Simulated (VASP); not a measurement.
# CsGeF3 (Pm-3m) in VASP: single point with HSE06

Aim: the single point of CsGeF3 with HSE06.

Everything below comes from runs of VASP 6.6.1. Logs are shortened: lines on timing, memory, paths and dates and some standing lists are left out, and cuts for length are marked.

## 1. The cell of the first run

Symmetry: Pm-3m, No. 221, cubic system. The conventional cell has a = 4.497 Å, b = 4.497 Å, c = 4.497 Å, α = 90.00°, β = 90.00°, γ = 90.00°. Cs (site symmetry m-3m) has 12 F at 3.18 Å and 8 Ge at 3.89 Å within 4.2 Å. Ge (site symmetry m-3m) has 6 F at 2.25 Å within 3.0 Å. Within 3.0 Å of F (site symmetry 4/mmm) lie 2 Ge at 2.25 Å.

## 2. Single point, HSE06

File POSCAR:

```
CsGeF3
1.0
    4.4965198475      0.0000000000      0.0000000000
    0.0000000000      4.4965198475      0.0000000000
    0.0000000000      0.0000000000      4.4965198475
Cs Ge F
1 1 3
Direct
    0.0000000000      0.0000000000      0.0000000000
    0.5000000000      0.5000000000      0.5000000000
    0.5000000000      0.5000000000      0.0000000000
    0.5000000000      0.0000000000      0.5000000000
    0.0000000000      0.5000000000      0.5000000000
```

File INCAR.step1:

```
PREC = Accurate
ENCUT = 520
EDIFF = 1E-5
ISMEAR = 0
SIGMA = 0.01
LREAL = F
LASPH = T
NELM = 80
ALGO = Normal
ISIF = 2
LWAVE = T
LCHARG = F
NBANDS = 30
GGA = PE
KPAR = 4
```

File INCAR.step2:

```
PREC = Accurate
ENCUT = 520
EDIFF = 1E-6
ISMEAR = 0
SIGMA = 0.01
LREAL = F
LASPH = T
NELM = 80
ALGO = Normal
ISIF = 2
LWAVE = F
LCHARG = F
GGA = PE
LHFCALC = T
HFSCREEN = 0.2079
PRECFOCK = Fast
NBANDS = 30
ISTART = 1
KPAR = 4
```

File KPOINTS:

```
Automatic mesh
0
Gamma
  4 4 4
```

Potentials or basis: VASP PAW PBE potentials, release 64 (Cs_sv, Ge_d, F).

The run is started by

```bash
$ cat potpaw_PBE.64/Cs_sv/POTCAR potpaw_PBE.64/Ge_d/POTCAR potpaw_PBE.64/F/POTCAR > POTCAR
$ cp INCAR.step1 INCAR
$ mpirun -np 4 vasp_std > vasp.out
$ cp INCAR.step2 INCAR
$ mpirun -np 4 vasp_std > vasp.out
```

OUTCAR:

```text
PREC = Accurate
   ENCUT = 520
   EDIFF = 1E-6
   ISMEAR = 0
   LREAL = F
   LASPH = T
   NELM = 80
   ISIF = 2
   GGA = PE
   LHFCALC = T
   HFSCREEN = 0.2079
   PRECFOCK = Fast
   ISTART = 1

 ion  position               nearest neighbor table
   1  0.000  0.000  0.000-
   2  0.500  0.500  0.500-   3 2.25   4 2.25   5 2.25   3 2.25   4 2.25   5 2.25
   3  0.500  0.500  0.000-   2 2.25   2 2.25
   4  0.500  0.000  0.500-   2 2.25   2 2.25
   5  0.000  0.500  0.500-   2 2.25   2 2.25

  LATTYP: Found a simple cubic cell.
 ALAT       =     4.4965198475

  Lattice vectors:

 A1 = (   4.4965198475,   0.0000000000,   0.0000000000)
 A2 = (   0.0000000000,   4.4965198475,   0.0000000000)
 A3 = (   0.0000000000,   0.0000000000,   4.4965198475)

Analysis of symmetry for initial positions (statically):
=====================================================================
 Subroutine PRICEL returns:
 Original cell was already a primitive cell.

 Routine SETGRP: Setting up the symmetry group for a
 simple cubic supercell.

 Subroutine GETGRP returns: Found 48 space group operations
 (whereof 48 operations were pure point group operations)
 out of a pool of 48 trial point group operations.

The static configuration has the point symmetry O_h .

Analysis of symmetry for dynamics (positions and initial velocities):
=====================================================================
 Subroutine PRICEL returns:
 Original cell was already a primitive cell.

 Routine SETGRP: Setting up the symmetry group for a
 simple cubic supercell.

 Subroutine GETGRP returns: Found 48 space group operations
 (whereof 48 operations were pure point group operations)
 out of a pool of 48 trial point group operations.

The dynamic configuration has the point symmetry O_h .

 Subroutine INISYM returns: Found 48 space group operations
 (whereof 48 operations are pure point group operations),
 and found     1 'primitive' translations

----------------------------------------------------------------------------------------

[... 86 lines left out ...]
   NSW    =      0    number of steps for IOM
   IBRION =     -1    ionic relax: 0-MD 1-quasi-New 2-CG
   NFREE  =      0    steps in history (QN), initial steepest desc. (CG)
   ISIF   =      2    stress and relaxation
   ISYM   =      3    0-nonsym 1-usesym 2-fastsym
   POTIM  = 0.5000    time-step for ionic-motion
   TEBEG  =    0.0;   TEEND  =   0.0 temperature during run
   PSTRESS=    0.0 pullay stress
   NELECT =      44.0000    total number of electrons
   NUPDOWN=      -1.0000    fix difference up-down
   EMIN   =  10.00;   EMAX   =-10.00  energy-range for DOS
   EFERMI =   0.00;   METHOD = LEGACY
   ISMEAR =     0;   SIGMA  =   0.01  broadening in eV -4-tet -1-fermi 0-gaus
   EFERMI_NEDOS =   21; number of points for ismear=-14 and -15
   IALGO  =     38    algorithm
   IMIX   =      1    mixing-type and parameters
     AMIX     =   0.40;   BMIX     =  1.00
     AMIX_MAG =   1.60;   BMIX_MAG =  1.00
  volume/ion in A,a.u.               =      18.18       122.70
  Fermi-wavevector in a.u.,A,eV,Ry     =   1.285334  2.428928 22.477948  1.652083
  Thomas-Fermi vector in A             =   2.417474
   LORBIT       =      0    0 simple, 1 ext, 2 COOP (PROOUT), +10 PAW based schemes
   GGA     = PE    functional components
   LHFCALC =     T    Hartree Fock is set to
   PRECFOCK=fast      Normal, Fast or Accurate (Low or Medium for compatibility)
   ENCUT4O =  -1.0   cutoff for four orbital integrals eV
   NKREDX  =     1    reduce k-point grid by
   NKREDY  =     1    reduce k-point grid by
   NKREDZ  =     1    reduce k-point grid by
   AEXX    =    0.2500 exact exchange contribution
   HFSCREEN=    0.2079 screening length (either q_TF or 0.3 A-1)
   HFSCREENC=   0.2079 screening length for correlation (either q_TF or 0.3 A-1)
   ENCUTFOCK=  -1.0 apply spherical cutoff to Coloumb kernel
   IVDW    =     0    specifies the selected vdW correction
   LEPSILON=     F    determine dielectric tensor
   LRPA    =     F    only Hartree local field effects (RPA)
 non-spin polarized calculation
 Gauss-broadening in eV      SIGMA  =   0.01
  energy-cutoff  :      520.00
  volume of cell :       90.91
 maximum number of plane-waves:      2469
 NGX is ok and might be reduce to    36
  NGX = 18; NGY = 18; NGZ = 18

 number of electron      44.0000005 magnetization

 Free energy of the ion-electron system (eV)
  ---------------------------------------------------
  ext. energy  EPLUGINS =         0.00000000
  ---------------------------------------------------
  free energy    TOTEN  =       -27.72482746 eV

  energy without entropy =      -27.72482746  energy(sigma->0) =      -27.72482746

 E-fermi :   2.1479     XC(G=0):  -7.7218

 val. band max:        2.0893299141   @ k =   0.5000   0.5000   0.5000
 cond. band min:       4.8594426585   @ k =   0.5000   0.5000   0.5000
 fundamental gap:      2.7701127444
 Fermi energy:         2.1479023059

 k-point     1 :       0.0000    0.0000    0.0000
  band No.  band energies     occupation
      1     -26.2094      2.00000
      2     -26.2094      2.00000
      3     -26.0971      2.00000
      4     -26.0971      2.00000
      5     -26.0971      2.00000
      6     -24.1394      2.00000
[... 319 lines left out ...]
     29      12.4684      0.00000
     30      12.4684      0.00000

------------------------ aborting loop because EDIFF is reached ----------------------------------------

  FORCE on cell =-STRESS in cart. coord.  units (eV):
  Direction    XX          YY          ZZ          XY          YZ          ZX
  --------------------------------------------------------------------------------------
  -------------------------------------------------------------------------------------
  Total        0.6624452      0.6624452      0.6624452     -0.0000000      0.0000000     -0.0000000
  in kB       11.6743042     11.6743042     11.6743042     -0.0000000      0.0000000     -0.0000000
  external PRESSURE =      11.6743042 kB  Pullay stress =       0.0000000 kB

 VOLUME and BASIS-vectors are now :
 -----------------------------------------------------------------------------
  energy-cutoff  :      520.00
  volume of cell :       90.91
      direct lattice vectors                 reciprocal lattice vectors
     4.496519848  0.000000000  0.000000000     0.222394215  0.000000000  0.000000000
     0.000000000  4.496519848  0.000000000     0.000000000  0.222394215  0.000000000
     0.000000000  0.000000000  4.496519848     0.000000000  0.000000000  0.222394215

 POSITION                                       TOTAL-FORCE (eV/Angst)
 -----------------------------------------------------------------------------------
      0.00000      0.00000      0.00000         0.000000      0.000000      0.000000
      2.24826      2.24826      2.24826         0.000000      0.000000      0.000000
      2.24826      2.24826      0.00000         0.000000      0.000000      0.000000
      2.24826      0.00000      2.24826         0.000000      0.000000      0.000000
      0.00000      2.24826      2.24826         0.000000      0.000000      0.000000
 -----------------------------------------------------------------------------------
    total drift:                               -0.000004     -0.000003     -0.000003

  FREE ENERGIE OF THE ION-ELECTRON SYSTEM (eV)
  ---------------------------------------------------
  free  energy   TOTEN  =       -27.7248274598 eV

  energy  without entropy=      -27.7248274598  energy(sigma->0) =      -27.72482746
```

OSZICAR.step1:

```text
N       E                     dE             d eps       ncg     rms          rms(c)
DAV:   1     0.405167716504E+03    0.40517E+03   -0.22602E+04   808   0.265E+03
DAV:   2     0.294625157319E+02   -0.37571E+03   -0.35657E+03   710   0.729E+02
DAV:   3    -0.225934606057E+02   -0.52056E+02   -0.51700E+02   696   0.153E+02
DAV:   4    -0.249928901434E+02   -0.23994E+01   -0.23977E+01   702   0.368E+01
DAV:   5    -0.250393823961E+02   -0.46492E-01   -0.46488E-01   708   0.528E+00    0.922E+00
DAV:   6    -0.224435446223E+02    0.25958E+01   -0.90139E+00   756   0.312E+01    0.308E+00
DAV:   7    -0.224975302402E+02   -0.53986E-01   -0.12724E+00   666   0.568E+00    0.199E+00
DAV:   8    -0.224835689554E+02    0.13961E-01   -0.15671E-01   676   0.332E+00    0.511E-01
DAV:   9    -0.224805582110E+02    0.30107E-02   -0.30325E-02   898   0.186E+00    0.124E-01
DAV:  10    -0.224815460885E+02   -0.98788E-03   -0.33195E-03   708   0.485E-01    0.447E-02
DAV:  11    -0.224815574214E+02   -0.11333E-04   -0.19159E-04   802   0.119E-01    0.166E-02
DAV:  12    -0.224815616318E+02   -0.42105E-05   -0.65869E-05   656   0.514E-02
   1 F= -.22481562E+02 E0= -.22481562E+02  d E =-.131524E-39
```

Wall time 5.7 min (4 MPI ranks of Intel Xeon Platinum 8559C (Emerald Rapids), shared host); peak memory 0.32 GiB.

Results:

* Free energy: -27.7248 eV
* Pressure: 1.2 GPa
* Band gap on the k mesh: 2.77 eV, direct

Levels at points of the mesh, in eV from the valence-band top:
| k point | band 19 | band 20 | band 21 | band 22 | band 23 | band 24 | band 25 | band 26 |
| --- | --- | --- | --- | --- | --- | --- | --- | --- |
| (0.00, 0.00, 0.00) | -5.54 | -5.12 | -5.12 | -5.12 | 5.51 | 5.51 | 6.08 | 7.04 |
| (0.50, 0.00, 0.00) | -5.55 | -5.41 | -5.41 | -2.87 | 3.70 | 6.18 | 6.18 | 6.40 |
| (0.50, 0.50, 0.00) | -5.31 | -5.31 | -5.15 | -1.34 | 3.83 | 3.83 | 6.23 | 7.03 |
| (0.50, 0.50, 0.50) | -5.14 | -5.14 | -5.14 | 0.00 | 2.77 | 2.77 | 2.77 | 8.89 |

Caveat: the PAW data sets were made with another functional, which shifts forces and pressure a little; spin-orbit coupling is left out, which moves the levels of the heavy elements. A k mesh can miss the band edges.
